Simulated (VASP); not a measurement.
Set up this calculation in VASP 6.6.1, as the native input.

| Quantity | Value |
| --- | --- |
| Task | single point |
| Functional | PBEsol |
| Potentials or basis | VASP PAW PBE potentials, release 64 (Al, N) |
| Cutoff | 520 eV |
| k mesh | 10 × 10 × 10 |
| Occupations | gaussian, width 0.02 eV |
| Spin | no spin polarisation |
| Dipole correction | no |
| Further INCAR settings | ALGO = Normal; EDIFF = 1e-06; NBANDS = 11 |

The structure of AlN lies in POSCAR:

```
AlN
1.0
    0.0000000000      2.0236129835      2.0236129835
    2.0236129835      0.0000000000      2.0236129835
    2.0236129835      2.0236129835      0.0000000000
Al N
1 1
Direct
    0.5000000000      0.5000000000      0.5000000000
    0.0000000000      0.0000000000      0.0000000000
```

This cell differs from its parent crystal: strained.

One way to write it, as run:

INCAR

```
SYSTEM = AlN
PREC = Accurate
ENCUT = 520
EDIFF = 1E-6
ISMEAR = 0
SIGMA = 0.02
LREAL = .False.
LASPH = .True.
NELM = 80
ALGO = Normal
ISIF = 2
LWAVE = .False.
LCHARG = .False.
GGA = PS
NBANDS = 11
```

KPOINTS

```
regular mesh
0
Gamma
  10 10 10
  0 0 0
```

Potentials or basis: VASP PAW PBE potentials, release 64 (Al, N).

Launch:

```sh
$ cat potpaw_PBE.64/Al/POTCAR potpaw_PBE.64/N/POTCAR > POTCAR
$ mpirun -np 1 vasp_std > vasp.out
```

Results of the run:

The pressure is -0.5 GPa and the band gap on the k mesh is 4.53 eV, indirect (least direct gap 5.63 eV).

Caveat: the cell differs from its parent crystal (strained); the PAW data sets were made with another functional, which shifts forces and pressure a little.

Run time: 12 s on 1 thread of Intel Xeon 8259CL, with other jobs on the host, peak memory 0.13 GiB.
